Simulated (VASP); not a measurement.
# ZnS (Cmc2_1) in VASP: notebook

ZnS is run at these levels: PBEsol; tasks: single point.

All numbers are computed with VASP 6.6.1; they aren't measurements. Logs are shortened: lines on timing, memory, paths and dates and some standing lists are left out, and cuts for length are marked.

## (1) The cell of the first run

The structure is orthorhombic, space group Cmc2_1 (No. 36). Conventional cell: a = 3.865 Å, b = 6.444 Å, c = 6.336 Å, α = 90.00°, β = 90.00°, γ = 90.00°. Within 3.0 Å of Zn (site symmetry m) lie 4 S at 2.28 to 2.39 Å. S (site symmetry m) has 4 Zn at 2.28 to 2.39 Å within 3.0 Å.

## (2) Single point, PBEsol

INCAR

```
  PREC = Accurate
  ENCUT = 500
  EDIFF = 1E-6
  ISMEAR = 0
  SIGMA = 0.1
  LREAL = F
  LASPH = T
  NELM = 120
  ALGO = Normal
  ISIF = 2
  LWAVE = F
  LCHARG = T
  GGA = PS
  LELF = T
  LVHAR = T
  NBANDS = 46
  GGA_COMPAT = F
```

KPOINTS

```
regular mesh
0
Gamma
  6 4 4
```

POSCAR

```
ZnS
1.0
    3.8646465314      0.0000000000      0.0000000000
    0.0000000000      6.3359862870      0.0000000000
    0.0000000000      0.0000000000      6.4436183683
Zn S
4 4
Direct
    0.5000000000      0.0000000000      0.0000000000
    1.0000000000      0.5000000000      0.1666567000
    1.0000000000      0.0000000000      0.5000005000
    0.5000000000      0.5000000000      0.6666572000
    0.5000000000      0.6230000000      0.0000000000
    1.0000000000      0.1230000000      0.1666567000
    1.0000000000      0.6230000000      0.5000005000
    0.5000000000      0.1230000000      0.6666572000
```

Potentials or basis: VASP PAW PBE potentials, release 64 (Zn, S).

The run is started by

```sh
$ cat potpaw_PBE.64/Zn/POTCAR potpaw_PBE.64/S/POTCAR > POTCAR
$ mpirun -np 1 vasp_std > vasp.out
```

OUTCAR:

```text
PREC = Accurate
   ENCUT = 500
   EDIFF = 1E-6
   ISMEAR = 0
   LREAL = F
   LASPH = T
   NELM = 120
   ISIF = 2
   GGA = PS

 ion  position               nearest neighbor table
   1  0.500  0.000  0.000-   8 2.28   6 2.34   6 2.34   5 2.39
   2  0.000  0.500  0.167-   7 2.28   5 2.34   5 2.34   6 2.39
   3  0.000  0.000  0.500-   6 2.28   8 2.34   8 2.34   7 2.39
   4  0.500  0.500  0.667-   5 2.28   7 2.34   7 2.34   8 2.39
   5  0.500  0.623  0.000-   4 2.28   2 2.34   2 2.34   1 2.39
   6  0.000  0.123  0.167-   3 2.28   1 2.34   1 2.34   2 2.39
   7  0.000  0.623  0.500-   2 2.28   4 2.34   4 2.34   3 2.39
   8  0.500  0.123  0.667-   1 2.28   3 2.34   3 2.34   4 2.39

  LATTYP: Found a simple orthorhombic cell.
 ALAT       =     3.8646465314
 B/A-ratio  =     1.6394736842
 C/A-ratio  =     1.6673241177

  Lattice vectors:

 A1 = (   3.8646465314,   0.0000000000,   0.0000000000)
 A2 = (   0.0000000000,   6.3359862870,   0.0000000000)
 A3 = (   0.0000000000,   0.0000000000,   6.4436183683)

Analysis of symmetry for initial positions (statically):
=====================================================================
 Subroutine PRICEL returns following result:

  LATTYP: Found a base centered orthorhombic cell.
 ALAT       =     3.8646465314
 B/A-ratio  =     1.6673241177
 C/A-ratio  =     1.6394736842

  Lattice vectors:

 A1 = (   1.9323232657,   0.0000000000,   3.2218059623)
 A2 = (   1.9323232657,   0.0000000000,  -3.2218124060)
 A3 = (   0.0000000000,   6.3359862870,   0.0000000000)

   2 primitive cells build up your supercell.

 Routine SETGRP: Setting up the symmetry group for a
 simple orthorhombic supercell.

 Subroutine GETGRP returns: Found  4 space group operations
 (whereof  2 operations were pure point group operations)
 out of a pool of  8 trial point group operations.

The static configuration has the point symmetry C_1h.
 The point group associated with its full space group is C_2v.

Analysis of symmetry for dynamics (positions and initial velocities):
=====================================================================
 Subroutine PRICEL returns following result:

  LATTYP: Found a base centered orthorhombic cell.
 ALAT       =     3.8646465314
 B/A-ratio  =     1.6673241177
 C/A-ratio  =     1.6394736842

  Lattice vectors:

 A1 = (   1.9323232657,   0.0000000000,   3.2218059623)
 A2 = (   1.9323232657,   0.0000000000,  -3.2218124060)
 A3 = (   0.0000000000,   6.3359862870,   0.0000000000)

   2 primitive cells build up your supercell.

 Routine SETGRP: Setting up the symmetry group for a
 simple orthorhombic supercell.

 Subroutine GETGRP returns: Found  4 space group operations
 (whereof  2 operations were pure point group operations)
 out of a pool of  8 trial point group operations.

The dynamic configuration has the point symmetry C_1h.
 The point group associated with its full space group is C_2v.

 Subroutine INISYM returns: Found  4 space group operations
 (whereof  2 operations are pure point group operations),
 and found     2 'primitive' translations

----------------------------------------------------------------------------------------

                                     Primitive cell

  volume of cell :      78.8903

  direct lattice vectors                    reciprocal lattice vectors
     1.932323266  0.000000000  3.221805962     0.258756135  0.000000000  0.155192307
     1.932323266  0.000000000 -3.221812406     0.258755618  0.000000000 -0.155192307
     0.000000000  6.335986287  0.000000000     0.000000000  0.157828624  0.000000000

  length of vectors
     3.756847996  3.756853522  6.335986287     0.301727343  0.301726899  0.157828624

  position of ions in fractional coordinates (direct lattice)
     0.500000500  0.499999500  0.000000000
     0.166657700  0.833342300  0.500000000
     0.500000500  0.499999500  0.623000000
     0.166657700  0.833342300  0.123000000

  ion indices of the primitive-cell ions
   primitive index   ion index
                 1           1
                 2           4
                 3           5
                 4           8

----------------------------------------------------------------------------------------

 KPOINTS: regular mesh

Automatic generation of k-mesh.
 Grid dimensions read from file:
 generate k-points for:    6    4    4

 Generating k-lattice:

  Cartesian coordinates                     Fractional coordinates (reciprocal lattice)
     0.043125979  0.000000000  0.000000000     0.166666667  0.000000000  0.000000000
     0.000000000  0.039457156  0.000000000     0.000000000  0.250000000  0.000000000
     0.000000000  0.000000000  0.038798077     0.000000000  0.000000000  0.250000000

  Length of vectors
     0.043125979  0.039457156  0.038798077

  Shift w.r.t. Gamma in fractional coordinates (k-lattice)
     0.000000000  0.000000000  0.000000000

 Subroutine IBZKPT returns following result:
 ===========================================

[... 54 lines left out ...]
  Fermi-wavevector in a.u.,A,eV,Ry     =   1.260379  2.381770 21.613596  1.588554
  Thomas-Fermi vector in A             =   2.393891
   LORBIT       =      0    0 simple, 1 ext, 2 COOP (PROOUT), +10 PAW based schemes
   GGA     = PS    functional components
   LHFCALC =     F    Hartree Fock is set to
   AEXX    =    0.0000 exact exchange contribution
   IVDW    =     0    specifies the selected vdW correction
   LEPSILON=     F    determine dielectric tensor
   LRPA    =     F    only Hartree local field effects (RPA)
 non-spin polarized calculation
 Gauss-broadening in eV      SIGMA  =   0.10
  energy-cutoff  :      500.00
  volume of cell :      157.78
 maximum number of plane-waves:      4042
   NGX = 15   NGY = 23   NGZ = 23

 number of electron      72.0000004 magnetization

 Free energy of the ion-electron system (eV)
  ---------------------------------------------------
  ext. energy  EPLUGINS =         0.00000000
  ---------------------------------------------------
  free energy    TOTEN  =       -30.24839367 eV

  energy without entropy =      -30.24839367  energy(sigma->0) =      -30.24839367

 E-fermi :   2.5247     XC(G=0):  -9.8436

 val. band max:        2.1108510579   @ k =   0.0000   0.0000   0.0000
 cond. band min:       4.0571057594   @ k =   0.0000   0.0000   0.0000
 fundamental gap:      1.9462547015
 Fermi energy:         2.5247107337

 k-point     1 :       0.0000    0.0000    0.0000
  band No.  band energies     occupation
      1     -11.1518      2.00000
      2     -10.2532      2.00000
      3     -10.1352      2.00000
      4      -9.8651      2.00000
      5      -4.3562      2.00000
      6      -4.3449      2.00000
[... 38 lines left out ...]
     45       8.7246      0.00000
     46       9.1931      0.00000

 k-point     2 :       0.1667    0.0000    0.0000
  band No.  band energies     occupation
      1     -11.0156      2.00000
      2     -10.1738      2.00000
      3     -10.0689      2.00000
      4      -9.8766      2.00000
      5      -4.3505      2.00000
      6      -4.3354      2.00000
[... 38 lines left out ...]
     45       8.8460      0.00000
     46       9.1330      0.00000

 k-point     3 :       0.3333    0.0000    0.0000
  band No.  band energies     occupation
      1     -10.6614      2.00000
      2      -9.9993      2.00000
      3      -9.9722      2.00000
      4      -9.9351      2.00000
      5      -4.3208      2.00000
      6      -4.3125      2.00000
[... 38 lines left out ...]
     45       9.6313      0.00000
     46       9.7360      0.00000

 k-point     4 :       0.5000    0.0000    0.0000
  band No.  band energies     occupation
      1     -10.2498      2.00000
      2     -10.2497      2.00000
      3      -9.8854      2.00000
      4      -9.8853      2.00000
      5      -4.3178      2.00000
      6      -4.3178      2.00000
[... 920 lines left out ...]
     45       9.1858      0.00000
     46       9.1980      0.00000

 k-point    23 :       0.3333    0.5000    0.2500
  band No.  band energies     occupation
      1     -10.2869      2.00000
      2     -10.2869      2.00000
      3     -10.0001      2.00000
      4     -10.0001      2.00000
      5      -4.3556      2.00000
      6      -4.3556      2.00000
[... 38 lines left out ...]
     45       9.2350      0.00000
     46       9.2350      0.00000

 k-point    24 :       0.5000    0.5000    0.2500
  band No.  band energies     occupation
      1     -10.0580      2.00000
      2     -10.0580      2.00000
      3     -10.0579      2.00000
      4     -10.0579      2.00000
      5      -4.3100      2.00000
      6      -4.3100      2.00000
[... 38 lines left out ...]
     45       9.7532      0.00000
     46       9.7532      0.00000

 [... further k-points ...]
[... 5 lines left out ...]
  --------------------------------------------------------------------------------------
  -------------------------------------------------------------------------------------
  Total       -2.6194952     -3.5511102      1.6026907      0.0000000      0.0000000      0.0000000
  in kB      -26.5995554    -36.0596011     16.2744557      0.0000000      0.0000000      0.0000000
  external PRESSURE =     -15.4615669 kB  Pullay stress =       0.0000000 kB

 VOLUME and BASIS-vectors are now :
 -----------------------------------------------------------------------------
  energy-cutoff  :      500.00
  volume of cell :      157.78
      direct lattice vectors                 reciprocal lattice vectors
     3.864646531  0.000000000  0.000000000     0.258755876  0.000000000  0.000000000
     0.000000000  6.335986287  0.000000000     0.000000000  0.157828624  0.000000000
     0.000000000  0.000000000  6.443618368     0.000000000  0.000000000  0.155192307

 POSITION                                       TOTAL-FORCE (eV/Angst)
 -----------------------------------------------------------------------------------
      1.93232      0.00000      0.00000        -0.000000     -0.191609      0.198158
      0.00000      3.16799      1.07387        -0.000000     -0.191609     -0.198158
      0.00000      0.00000      3.22181        -0.000000     -0.191609      0.198158
      1.93232      3.16799      4.29568        -0.000000     -0.191609     -0.198158
      1.93232      3.94732      0.00000         0.000000      0.191609      0.253012
      0.00000      0.77933      1.07387         0.000000      0.191609     -0.253012
      0.00000      3.94732      3.22181         0.000000      0.191609      0.253012
      1.93232      0.77933      4.29568         0.000000      0.191609     -0.253012
 -----------------------------------------------------------------------------------
    total drift:                                0.000000      0.001370     -0.000025

  FREE ENERGIE OF THE ION-ELECTRON SYSTEM (eV)
  ---------------------------------------------------
  free  energy   TOTEN  =       -30.2483936736 eV

  energy  without entropy=      -30.2483936736  energy(sigma->0) =      -30.24839367
```

Run time: 4.5 min. Hardware: 1 thread of Oxide Virtual Turin-like, shared host; peak memory 0.32 GiB.

Results:

```yaml
Free_energy: -30.2484 eV
Pressure: -1.5 GPa
Largest_force: 0.317 eV/Å
Band_gap_on_the_k_mesh: 1.95 eV
```

Forces on the atoms (eV/Å):
```
Zn   0.000 -0.192  0.198
Zn   0.000 -0.192 -0.198
Zn   0.000 -0.192  0.198
Zn   0.000 -0.192 -0.198
S    0.000  0.192  0.253
S    0.000  0.192 -0.253
S    0.000  0.192  0.253
S    0.000  0.192 -0.253
```

Stress tensor (GPa, compression positive):
```
-2.66  0.00  0.00
 0.00 -3.61  0.00
 0.00  0.00  1.63
```

Levels at points of the mesh, in eV from the valence-band top:
```csv
k point,band 34,band 35,band 36,band 37,band 38,band 39
"(0.00, 0.00, 0.00)",-0.18,-0.12,0.00,1.95,3.00,3.27
"(0.50, 0.00, 0.00)",-1.81,-1.58,-1.58,4.52,4.52,5.08
"(0.00, 0.50, 0.00)",-0.56,-0.43,-0.43,3.19,3.19,3.39
"(0.50, 0.50, 0.00)",-1.59,-1.59,-1.59,4.24,4.24,4.24
"(0.00, 0.00, 0.50)",-0.70,-0.67,-0.67,3.59,3.59,3.81
"(0.50, 0.00, 0.50)",-1.74,-0.92,-0.92,3.67,3.67,4.10
"(0.00, 0.50, 0.50)",-1.27,-1.27,-1.27,3.96,3.96,3.96
"(0.50, 0.50, 0.50)",-1.59,-1.59,-1.59,3.37,3.37,3.37
```

Caveat: the stress differs along the axes, from -4 to 2 GPa; the PAW data sets were made with another functional, which shifts forces and pressure a little.

## (3) Single point, PBEsol

INCAR

```
SYSTEM = ZnS
ALGO = Normal ; EDIFF = 1E-6
ENCUT = 500 ; GGA = PS
GGA_COMPAT = .FALSE. ; ISIF = 2
ISMEAR = 0 ; LASPH = .TRUE.
LCHARG = .FALSE. ; LREAL = .FALSE.
LWAVE = .FALSE. ; NBANDS = 46
NELM = 120 ; PREC = Accurate
SIGMA = 0.02
```

KPOINTS

```
k-points
0
G
  8 4 4
  0 0 0
```

POSCAR

```
ZnS
1.0
    3.8646465314      0.0000000000      0.0000000000
    0.0000000000      6.3359862870      0.0000000000
    0.0000000000      0.0000000000      6.4409324276
Zn S
4 4
Direct
    0.5000000000     -0.0028998271     -0.0000187012
    1.0000000000      0.4971001729      0.1666853679
    1.0000000000     -0.0028998271      0.4999812988
    0.5000000000      0.4971001729      0.6666853679
    0.5000000000      0.6258998271      0.0051373725
    1.0000000000      0.1258998271      0.1615292942
    1.0000000000      0.6258998271      0.5051373725
    0.5000000000      0.1258998271      0.6615292942
```

Potentials or basis: VASP PAW PBE potentials, release 64 (Zn, S).

The run is started by

```sh
$ cat potpaw_PBE.64/Zn/POTCAR potpaw_PBE.64/S/POTCAR > POTCAR
$ mpirun -np 1 vasp_std > vasp.out
```

It took 5.5 min on 1 thread of Oxide Virtual Turin-like, shared host; peak memory 0.35 GiB.

It converged, with:

```
Free energy            : -30.2802 eV
Pressure               : -1.8 GPa
Band gap on the k mesh : 1.90 eV
```

Stress tensor (GPa, compression positive):
```
-2.38  0.00  0.00
 0.00 -3.02  0.00
 0.00  0.00  0.13
```

Levels at points of the mesh, in eV from the valence-band top:
| k point | band 33 | band 34 | band 35 | band 36 | band 37 | band 38 | band 39 | band 40 |
| --- | --- | --- | --- | --- | --- | --- | --- | --- |
| (0.00, 0.00, 0.00) | -0.82 | -0.25 | -0.15 | 0.00 | 1.90 | 3.02 | 3.23 | 3.73 |
| (0.50, 0.00, 0.00) | -1.74 | -1.74 | -1.71 | -1.71 | 4.45 | 4.45 | 5.10 | 5.10 |
| (0.00, 0.50, 0.00) | -0.63 | -0.63 | -0.43 | -0.43 | 3.17 | 3.17 | 3.40 | 3.40 |
| (0.50, 0.50, 0.00) | -1.66 | -1.66 | -1.66 | -1.66 | 4.17 | 4.17 | 4.17 | 4.17 |
| (0.00, 0.00, 0.50) | -0.75 | -0.75 | -0.66 | -0.66 | 3.53 | 3.53 | 3.79 | 3.79 |
| (0.50, 0.00, 0.50) | -1.89 | -1.89 | -0.89 | -0.89 | 3.68 | 3.68 | 4.13 | 4.13 |
| (0.00, 0.50, 0.50) | -1.30 | -1.30 | -1.30 | -1.30 | 3.94 | 3.94 | 3.94 | 3.94 |
| (0.50, 0.50, 0.50) | -1.58 | -1.58 | -1.58 | -1.58 | 3.29 | 3.29 | 3.29 | 3.29 |

Caveat: the PAW data sets were made with another functional, which shifts forces and pressure a little.

## (4) Single point, PBEsol

INCAR

```
ALGO = Normal
EDIFF = 1E-6
ENCUT = 500
GGA = PS
GGA_COMPAT = F
ISIF = 2
ISMEAR = 0
LASPH = T
LCHARG = T
LELF = T
LREAL = F
LVHAR = T
LWAVE = F
NBANDS = 46
NELM = 120
PREC = Accurate
SIGMA = 0.02
```

KPOINTS

```
k-points
0
Gamma
  8 4 4
```

POSCAR

```
ZnS
1.0
    3.8646465314      0.0000000000      0.0000000000
    0.0000000000      6.3359862870      0.0000000000
    0.0000000000      0.0000000000      6.4436183683
Zn S
4 4
Direct
    0.5000000000      0.0000000000      0.0000000000
    1.0000000000      0.5000000000      0.1666567000
    1.0000000000      0.0000000000      0.5000005000
    0.5000000000      0.5000000000      0.6666572000
    0.5000000000      0.6230000000      0.0000000000
    1.0000000000      0.1230000000      0.1666567000
    1.0000000000      0.6230000000      0.5000005000
    0.5000000000      0.1230000000      0.6666572000
```

The run is started by

```sh
$ cat potpaw_PBE.64/Zn/POTCAR potpaw_PBE.64/S/POTCAR > POTCAR
$ mpirun -np 1 vasp_std > vasp.out
```

Run time: 7.2 min. Hardware: 1 thread of Oxide Virtual Turin-like, shared host; peak memory 0.35 GiB.

Results (log left out):

```yaml
Free_energy: -30.2503 eV
Pressure: -1.5 GPa
Largest_force: 0.317 eV/Å
Band_gap_on_the_k_mesh: 1.95 eV
```

Forces on the atoms (eV/Å):
```
Zn   0.000 -0.191  0.199
Zn   0.000 -0.191 -0.199
Zn   0.000 -0.191  0.199
Zn   0.000 -0.191 -0.199
S    0.000  0.191  0.253
S    0.000  0.191 -0.253
S    0.000  0.191  0.253
S    0.000  0.191 -0.253
```

Stress tensor (GPa, compression positive):
```
-2.68  0.00  0.00
 0.00 -3.60  0.00
 0.00  0.00  1.63
```

Levels at points of the mesh, in eV from the valence-band top:
| k point | band 33 | band 34 | band 35 | band 36 | band 37 | band 38 | band 39 | band 40 |
| --- | --- | --- | --- | --- | --- | --- | --- | --- |
| (0.00, 0.00, 0.00) | -0.83 | -0.18 | -0.12 | 0.00 | 1.95 | 3.00 | 3.27 | 3.84 |
| (0.50, 0.00, 0.00) | -1.81 | -1.81 | -1.58 | -1.58 | 4.52 | 4.52 | 5.08 | 5.08 |
| (0.00, 0.50, 0.00) | -0.56 | -0.56 | -0.43 | -0.43 | 3.19 | 3.19 | 3.39 | 3.39 |
| (0.50, 0.50, 0.00) | -1.59 | -1.59 | -1.59 | -1.59 | 4.24 | 4.24 | 4.24 | 4.24 |
| (0.00, 0.00, 0.50) | -0.70 | -0.70 | -0.67 | -0.67 | 3.59 | 3.59 | 3.81 | 3.81 |
| (0.50, 0.00, 0.50) | -1.74 | -1.74 | -0.92 | -0.92 | 3.67 | 3.67 | 4.10 | 4.10 |
| (0.00, 0.50, 0.50) | -1.27 | -1.27 | -1.27 | -1.27 | 3.96 | 3.96 | 3.96 | 3.96 |
| (0.50, 0.50, 0.50) | -1.59 | -1.59 | -1.59 | -1.59 | 3.37 | 3.37 | 3.37 | 3.37 |

Caveat: the stress differs along the axes, from -4 to 2 GPa; the PAW data sets were made with another functional, which shifts forces and pressure a little.

## (5) Summary

```tsv
cell	k mesh	smearing	gap on the mesh (eV)	pressure (GPa)	largest force (eV/Å)
a = 3.865, b = 6.336, c = 6.444 Å, 8 atoms, atomic positions A	6 × 4 × 4	gaussian 0.1 eV	1.95	-1.5	0.32
a = 3.865, b = 6.336, c = 6.441 Å, 8 atoms, atomic positions B	8 × 4 × 4	gaussian 0.02 eV	1.90	-1.8	-
a = 3.865, b = 6.336, c = 6.444 Å, 8 atoms, atomic positions A	8 × 4 × 4	gaussian 0.02 eV	1.95	-1.5	0.32
```

Alike in all rows: task single point; level PBEsol; potentials or basis VASP PAW PBE potentials, release 64 (Zn, S); no spin polarisation; cutoff (eV) 500.

Caveats: the PAW data sets were made with another functional, which shifts forces and pressure a little; the stress differs along the axes, from -4 to 2 GPa (at least some runs).

Absolute energies hang on the potentials; compare differences alone.
